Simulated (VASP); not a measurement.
# Ag2O (Pn-3m) in VASP: a series of runs

The runs below take Ag2O through single point, relaxation of cell and atoms, with LDA.

Program: VASP 6.6.1. These are calculated values, not measurements. Logs are shortened: lines on timing, memory, paths and dates and some standing lists are left out, and cuts for length are marked.

### Step 1. The cell of the first run

Symmetry: Pn-3m, No. 224, cubic system. Conventional cell: a = 4.637 Å, b = 4.637 Å, c = 4.637 Å, α = 90.00°, β = 90.00°, γ = 90.00°. Ag (site symmetry -3m) has 2 O at 2.01 Å within 2.7 Å. O (site symmetry -43m) has 4 Ag at 2.01 Å within 2.7 Å.

### Step 2. Single point, LDA

INCAR

```
SYSTEM = Ag2O
ALGO = Normal ; EDIFF = 1E-6
ENCUT = 600 ; GGA_COMPAT = .FALSE.
ISIF = 2 ; ISMEAR = 0
LASPH = .TRUE. ; LCHARG = .TRUE.
LELF = .TRUE. ; LREAL = .FALSE.
LVHAR = .TRUE. ; LWAVE = .FALSE.
NBANDS = 37 ; NELM = 120
PREC = Accurate ; SIGMA = 0.1
```

KPOINTS

```
k-points
0
G
  8 8 8
  0 0 0
```

POSCAR

```
Ag2O
1.0
    4.6367717043      0.0000000000      0.0000000000
    0.0000000000      4.6367717043      0.0000000000
    0.0000000000      0.0000000000      4.6367717043
Ag O
4 2
Direct
    0.2500000000      0.2500000000      0.2500000000
    0.2500000000      0.7500000000      0.7500000000
    0.7500000000      0.7500000000      0.2500000000
    0.7500000000      0.2500000000      0.7500000000
    0.0000000000      0.0000000000      0.0000000000
    0.5000000000      0.5000000000      0.5000000000
```

Potentials or basis: VASP PAW LDA potentials, release 64 (Ag, O).

Command:

```bash
cat potpaw_LDA.64/Ag/POTCAR potpaw_LDA.64/O/POTCAR > POTCAR
mpirun -np 1 vasp_std > vasp.out
```

OUTCAR:

```text
SYSTEM = Ag2O
   EDIFF = 1E-6
   ENCUT = 600
   ISIF = 2
   ISMEAR = 0
   LASPH = .TRUE.
   LREAL = .FALSE.
   NELM = 120
   PREC = Accurate

 ion  position               nearest neighbor table
   1  0.250  0.250  0.250-   5 2.01   6 2.01   4 3.28   2 3.28   3 3.28   2 3.28   4 3.28   2 3.28
                             3 3.28   2 3.28   3 3.28   4 3.28   4 3.28   3 3.28
   2  0.250  0.750  0.750-   5 2.01   6 2.01   4 3.28   1 3.28   3 3.28   1 3.28   3 3.28   1 3.28
                             4 3.28   1 3.28   3 3.28   4 3.28   3 3.28   4 3.28
   3  0.750  0.750  0.250-   5 2.01   6 2.01   4 3.28   1 3.28   2 3.28   2 3.28   4 3.28   1 3.28
                             4 3.28   4 3.28   1 3.28   2 3.28   2 3.28   1 3.28
   4  0.750  0.250  0.750-   5 2.01   6 2.01   3 3.28   1 3.28   2 3.28   1 3.28   3 3.28   2 3.28
                             3 3.28   3 3.28   1 3.28   2 3.28   1 3.28   2 3.28
   5  0.000  0.000  0.000-   1 2.01   2 2.01   3 2.01   4 2.01
   6  0.500  0.500  0.500-   1 2.01   2 2.01   3 2.01   4 2.01

  LATTYP: Found a simple cubic cell.
 ALAT       =     4.6367717043

  Lattice vectors:

 A1 = (   4.6367717043,   0.0000000000,   0.0000000000)
 A2 = (   0.0000000000,   4.6367717043,   0.0000000000)
 A3 = (   0.0000000000,   0.0000000000,   4.6367717043)

Analysis of symmetry for initial positions (statically):
=====================================================================
 Subroutine PRICEL returns:
 Original cell was already a primitive cell.

 Routine SETGRP: Setting up the symmetry group for a
 simple cubic supercell.

 Subroutine GETGRP returns: Found 48 space group operations
 (whereof 24 operations were pure point group operations)
 out of a pool of 48 trial point group operations.

The static configuration has the point symmetry T_d .
 The point group associated with its full space group is O_h .

Analysis of symmetry for dynamics (positions and initial velocities):
=====================================================================
 Subroutine PRICEL returns:
 Original cell was already a primitive cell.

 Routine SETGRP: Setting up the symmetry group for a
 simple cubic supercell.

 Subroutine GETGRP returns: Found 48 space group operations
 (whereof 24 operations were pure point group operations)
 out of a pool of 48 trial point group operations.

The dynamic configuration has the point symmetry T_d .
 The point group associated with its full space group is O_h .

 Subroutine INISYM returns: Found 48 space group operations
 (whereof 24 operations are pure point group operations),
 and found     1 'primitive' translations

----------------------------------------------------------------------------------------

                                     Primitive cell

  volume of cell :      99.6890

  direct lattice vectors                    reciprocal lattice vectors
     4.636771704  0.000000000  0.000000000     0.215667293  0.000000000  0.000000000
     0.000000000  4.636771704  0.000000000     0.000000000  0.215667293  0.000000000
     0.000000000  0.000000000  4.636771704     0.000000000  0.000000000  0.215667293

  length of vectors
     4.636771704  4.636771704  4.636771704     0.215667293  0.215667293  0.215667293

  position of ions in fractional coordinates (direct lattice)
     0.250000000  0.250000000  0.250000000
     0.250000000  0.750000000  0.750000000
     0.750000000  0.750000000  0.250000000
     0.750000000  0.250000000  0.750000000
     0.000000000  0.000000000  0.000000000
     0.500000000  0.500000000  0.500000000

  ion indices of the primitive-cell ions
   primitive index   ion index
                 1           1
                 2           2
                 3           3
                 4           4
                 5           5
                 6           6

----------------------------------------------------------------------------------------

 KPOINTS: k-points

Automatic generation of k-mesh.
 Grid dimensions read from file:
 generate k-points for:    8    8    8

 Generating k-lattice:

  Cartesian coordinates                     Fractional coordinates (reciprocal lattice)
     0.026958412  0.000000000  0.000000000     0.125000000  0.000000000  0.000000000
     0.000000000  0.026958412  0.000000000     0.000000000  0.125000000  0.000000000
     0.000000000  0.000000000  0.026958412     0.000000000  0.000000000  0.125000000

  Length of vectors
     0.026958412  0.026958412  0.026958412

  Shift w.r.t. Gamma in fractional coordinates (k-lattice)
     0.000000000  0.000000000  0.000000000

 Subroutine IBZKPT returns following result:
 ===========================================

 Found     35 irreducible k-points:

 Following reciprocal coordinates:
            Coordinates               Weight
  0.000000  0.000000  0.000000      1.000000
  0.125000  0.000000  0.000000      6.000000
  0.250000  0.000000  0.000000      6.000000
  0.375000  0.000000  0.000000      6.000000
  0.500000  0.000000  0.000000      3.000000
  0.125000  0.125000  0.000000     12.000000
[... 16 lines left out ...]
  0.375000  0.375000  0.125000     24.000000
  0.500000  0.375000  0.125000     24.000000
 [... further k-points ...]
   k-points           NKPTS =     35   k-points in BZ     NKDIM =     35   number of bands    NBANDS=     37
   number of dos      NEDOS =    301   number of ions     NIONS =      6
   total plane-waves  NPLWV =  64000
   dimension x,y,z NGX =    40 NGY =   40 NGZ =   40
   dimension x,y,z NGXF=    80 NGYF=   80 NGZF=   80
   ions per type =               4   2
   NGX,Y,Z   is equivalent  to a cutoff of  14.34, 14.34, 14.34 a.u.
   NGXF,Y,Z  is equivalent  to a cutoff of  28.68, 28.68, 28.68 a.u.
 SYSTEM =  Ag2O
   PREC   = accura    normal or accurate (medium, high low for compatibility)
   ISTART =      0    job   : 0-new  1-cont  2-samecut
   ICHARG =      2    charge: 1-file 2-atom 10-const
   ISPIN  =      1    spin polarized calculation?
   LNONCOLLINEAR =      F non collinear calculations
   LSORBIT =      F    spin-orbit coupling
   LASPH  =      T    aspherical Exc in radial PAW
   ENCUT  =  600.0 eV  44.10 Ry    6.64 a.u.   9.26  9.26  9.26*2*pi/ulx,y,z
   NELM   =    120;   NELMIN=  2; NELMDL= -5     # of ELM steps
   EDIFF  = 0.1E-05   stopping-criterion for ELM
   LREAL  =      F    real-space projection
   EDIFFG = 0.1E-04   stopping-criterion for IOM
   NSW    =      0    number of steps for IOM
   IBRION =     -1    ionic relax: 0-MD 1-quasi-New 2-CG
   NFREE  =      0    steps in history (QN), initial steepest desc. (CG)
   ISIF   =      2    stress and relaxation
   ISYM   =      2    0-nonsym 1-usesym 2-fastsym
   POTIM  = 0.5000    time-step for ionic-motion
   TEBEG  =    0.0;   TEEND  =   0.0 temperature during run
   PSTRESS=    0.0 pullay stress
   NELECT =      56.0000    total number of electrons
   NUPDOWN=      -1.0000    fix difference up-down
   EMIN   =  10.00;   EMAX   =-10.00  energy-range for DOS
   EFERMI =   0.00;   METHOD = LEGACY
   ISMEAR =     0;   SIGMA  =   0.10  broadening in eV -4-tet -1-fermi 0-gaus
   EFERMI_NEDOS =   21; number of points for ismear=-14 and -15
   IALGO  =     38    algorithm
   IMIX   =      4    mixing-type and parameters
     AMIX     =   0.40;   BMIX     =  1.00
     AMIX_MAG =   1.60;   BMIX_MAG =  1.00
  volume/ion in A,a.u.               =      16.61       112.12
  Fermi-wavevector in a.u.,A,eV,Ry     =   1.350792  2.552627 24.825719  1.824639
  Thomas-Fermi vector in A             =   2.478267
   LORBIT       =      0    0 simple, 1 ext, 2 COOP (PROOUT), +10 PAW based schemes
   GGA     = CA    functional components
   LHFCALC =     F    Hartree Fock is set to
   AEXX    =    0.0000 exact exchange contribution
   IVDW    =     0    specifies the selected vdW correction
   LEPSILON=     F    determine dielectric tensor
   LRPA    =     F    only Hartree local field effects (RPA)
 non-spin polarized calculation
 Gauss-broadening in eV      SIGMA  =   0.10
  energy-cutoff  :      600.00
  volume of cell :       99.69
 maximum number of plane-waves:      3362
 NGX is ok and might be reduce to    40
   NGX = 19   NGY = 19   NGZ = 19

 number of electron      56.0000013 magnetization

 Free energy of the ion-electron system (eV)
  ---------------------------------------------------
  ext. energy  EPLUGINS =         0.00000000
  ---------------------------------------------------
  free energy    TOTEN  =       -26.68480274 eV

  energy without entropy =      -26.68442320  energy(sigma->0) =      -26.68461297

 E-fermi :   5.1830     XC(G=0): -11.3098

 val. band max:        5.0832274579   @ k =   0.0000   0.0000   0.0000
 cond. band min:       5.1994500407   @ k =   0.0000   0.0000   0.0000
 fundamental gap:      0.1162225828
 Fermi energy:         5.1830247584

 k-point     1 :       0.0000    0.0000    0.0000
  band No.  band energies     occupation
      1     -14.0916      2.00000
      2     -13.2407      2.00000
      3      -2.4390      2.00000
      4      -2.4390      2.00000
      5      -2.4390      2.00000
      6      -0.0291      2.00000
[... 29 lines left out ...]
     36      13.7358      0.00000
     37      13.7358      0.00000

 k-point     2 :       0.1250    0.0000    0.0000
  band No.  band energies     occupation
      1     -14.0615      2.00000
      2     -13.2757      2.00000
      3      -2.3819      2.00000
      4      -2.3819      2.00000
      5      -2.3569      2.00000
      6       0.0405      2.00000
[... 29 lines left out ...]
     36      13.5309      0.00000
     37      13.5309      0.00000

 k-point     3 :       0.2500    0.0000    0.0000
  band No.  band energies     occupation
      1     -13.9749      2.00000
      2     -13.3742      2.00000
      3      -2.2206      2.00000
      4      -2.2206      2.00000
      5      -2.1186      2.00000
      6      -0.2025      2.00000
[... 29 lines left out ...]
     36      13.1217      0.00000
     37      13.1217      0.00000

 k-point     4 :       0.3750    0.0000    0.0000
  band No.  band energies     occupation
      1     -13.8428      2.00000
      2     -13.5181      2.00000
      3      -1.9984      2.00000
      4      -1.9984      2.00000
      5      -1.7447      2.00000
      6      -0.7299      2.00000
[... 29 lines left out ...]
     36      12.7935      0.00000
     37      12.7935      0.00000
[... 683 lines left out ...]
      1     -13.7760      2.00000
      2     -13.5768      2.00000
      3      -2.0335      2.00000
      4      -2.0084      2.00000
      5      -1.5258      2.00000
      6      -0.9226      2.00000
[... 29 lines left out ...]
     36      13.8486      0.00000
     37      14.9426      0.00000

 k-point    23 :       0.3750    0.3750    0.1250
  band No.  band energies     occupation
      1     -13.8070      2.00000
      2     -13.5403      2.00000
      3      -2.1434      2.00000
      4      -2.0259      2.00000
      5      -1.5501      2.00000
      6      -0.9123      2.00000
[... 29 lines left out ...]
     36      14.3089      0.00000
     37      14.4770      0.00000

 k-point    24 :       0.5000    0.3750    0.1250
  band No.  band energies     occupation
      1     -13.8029      2.00000
      2     -13.5423      2.00000
      3      -2.0879      2.00000
      4      -2.0800      2.00000
      5      -1.6108      2.00000
      6      -0.8328      2.00000
[... 29 lines left out ...]
     36      13.9201      0.00000
     37      14.5183      0.00000

 [... further k-points ...]

------------------------ aborting loop because EDIFF is reached ----------------------------------------

  FORCE on cell =-STRESS in cart. coord.  units (eV):
  Direction    XX          YY          ZZ          XY          YZ          ZX
  --------------------------------------------------------------------------------------
  -------------------------------------------------------------------------------------
  Total        0.0204225      0.0204225      0.0204225     -0.0000000      0.0000000     -0.0000000
  in kB        0.3282254      0.3282254      0.3282254     -0.0000000      0.0000000     -0.0000000
  external PRESSURE =       0.3282254 kB  Pullay stress =       0.0000000 kB

 VOLUME and BASIS-vectors are now :
 -----------------------------------------------------------------------------
  energy-cutoff  :      600.00
  volume of cell :       99.69
      direct lattice vectors                 reciprocal lattice vectors
     4.636771704  0.000000000  0.000000000     0.215667293  0.000000000  0.000000000
     0.000000000  4.636771704  0.000000000     0.000000000  0.215667293  0.000000000
     0.000000000  0.000000000  4.636771704     0.000000000  0.000000000  0.215667293

 POSITION                                       TOTAL-FORCE (eV/Angst)
 -----------------------------------------------------------------------------------
      1.15919      1.15919      1.15919         0.000000     -0.000000      0.000000
      1.15919      3.47758      3.47758         0.000000      0.000000     -0.000000
      3.47758      3.47758      1.15919        -0.000000      0.000000     -0.000000
      3.47758      1.15919      3.47758         0.000000     -0.000000      0.000000
      0.00000      0.00000      0.00000        -0.000000      0.000000     -0.000000
      2.31839      2.31839      2.31839        -0.000000     -0.000000     -0.000000
 -----------------------------------------------------------------------------------
    total drift:                                0.000000     -0.000000     -0.000000

  FREE ENERGIE OF THE ION-ELECTRON SYSTEM (eV)
  ---------------------------------------------------
  free  energy   TOTEN  =       -26.6848027366 eV

  energy  without entropy=      -26.6844231983  energy(sigma->0) =      -26.68461297
```

Wall time 73 s (1 thread of Intel Xeon 6975P-C (Granite Rapids), shared host); peak memory 0.27 GiB.

What came out:

```yaml
Free_energy: -26.6848 eV
Pressure: 0.0 GPa
Band_gap_on_the_k_mesh: 0.12 eV
```

A k mesh can miss the band edges.

### Step 3. Relaxation of cell and atoms, LDA

This run uses another cell than the first one, of 18.57 Å³/atom.

INCAR

```
SYSTEM = Ag2O
PREC     = Accurate       ! precision mode
ENCUT    = 600            ! plane-wave cutoff, eV
EDIFF    = 1E-7           ! SCF threshold, eV
ISMEAR   = 0              ! smearing method
SIGMA    = 0.1            ! smearing width, eV
LREAL    = .FALSE.        ! projectors in reciprocal space
LASPH    = .TRUE.         ! aspherical terms in the spheres
NELM     = 120            ! most SCF steps
ALGO     = Normal         ! electronic algorithm
ISIF     = 3              ! what is computed and relaxed
LWAVE    = .FALSE.        ! write WAVECAR
LCHARG   = .FALSE.        ! write CHGCAR
GGA      = CA             ! functional
IBRION   = 2              ! ionic algorithm
NSW      = 70             ! ionic steps
EDIFFG   = -0.005         ! ionic threshold
GGA_COMPAT= .FALSE.      
NELMIN   = 4
```

KPOINTS

```
regular mesh
0
G
  8 8 8
  0 0 0
```

Edit POSCAR of step 2 so:

```diff
@@ -2,5 +2,5 @@
 1.0
-    4.6367717043      0.0000000000      0.0000000000
-    0.0000000000      4.6367717043      0.0000000000
-    0.0000000000      0.0000000000      4.6367717043
+    4.8119826548      0.0000000000      0.0000000000
+    0.0000000000      4.8119826548      0.0000000000
+    0.0000000000      0.0000000000      4.8119826548
 Ag O
```

Potentials or basis: VASP PAW LDA potentials, release 64 (Ag, O).

Command:

```bash
cat potpaw_LDA.64/Ag/POTCAR potpaw_LDA.64/O/POTCAR > POTCAR
mpirun -np 1 vasp_std > vasp.out
```

Wall time 3 min (1 thread of Intel Xeon 6975P-C (Granite Rapids), shared host); peak memory 0.28 GiB.

Results (log left out):

```
Free energy                           : -26.6979 eV
Relaxed volume                        : 16.62 Å³/atom
Relaxed cell                          : a = 4.637 Å, b = 4.637 Å, c = 4.637 Å, α = 90.00°, β = 90.00°, γ = 90.00°
Space group after relaxing (to 0.1 Å) : Pn-3m (No. 224)
Energy gained by relaxing             : 58.6 meV/atom
Ionic steps                           : 3
Pressure after relaxing               : 0.0 GPa
Band gap on the k mesh                : 0.12 eV
```

The path:
```csv
step,energy change (eV),largest force (eV/Å),pressure (GPa),volume (Å³)
1,0.0000,0.0000,-8.60,111.42
2,-0.3060,0.0000,4.20,96.12
3,-0.3517,0.0000,0.00,99.73
```

Final structure:
```cif
data_structure
_symmetry_space_group_name_H-M 'P 1'
_symmetry_Int_Tables_number 1
_cell_length_a 4.6374
_cell_length_b 4.6374
_cell_length_c 4.6374
_cell_angle_alpha 90.000
_cell_angle_beta 90.000
_cell_angle_gamma 90.000
_cell_volume 99.73
loop_
_atom_site_label
_atom_site_type_symbol
_atom_site_fract_x
_atom_site_fract_y
_atom_site_fract_z
_atom_site_occupancy
Ag1 Ag 0.25000 0.25000 0.25000 1
Ag2 Ag 0.25000 0.75000 0.75000 1
Ag3 Ag 0.75000 0.75000 0.25000 1
Ag4 Ag 0.75000 0.25000 0.75000 1
O1 O 0.00000 0.00000 0.00000 1
O2 O 0.50000 0.50000 0.50000 1
```

Levels at points of the mesh, in eV from the valence-band top:
| k point | band 25 | band 26 | band 27 | band 28 | band 29 | band 30 | band 31 | band 32 |
| --- | --- | --- | --- | --- | --- | --- | --- | --- |
| (0.00, 0.00, 0.00) | -2.76 | 0.00 | 0.00 | 0.00 | 0.12 | 1.69 | 1.69 | 7.42 |
| (0.50, 0.00, 0.00) | -1.77 | -1.77 | -0.53 | -0.53 | 2.12 | 2.12 | 4.61 | 4.61 |
| (0.50, 0.50, 0.00) | -1.78 | -1.78 | -0.91 | -0.91 | 2.00 | 2.00 | 3.72 | 3.72 |
| (0.50, 0.50, 0.50) | -1.76 | -0.75 | -0.75 | -0.75 | 2.29 | 2.29 | 2.29 | 4.95 |

A k mesh can miss the band edges. LDA usually gives volumes a few per cent too small.
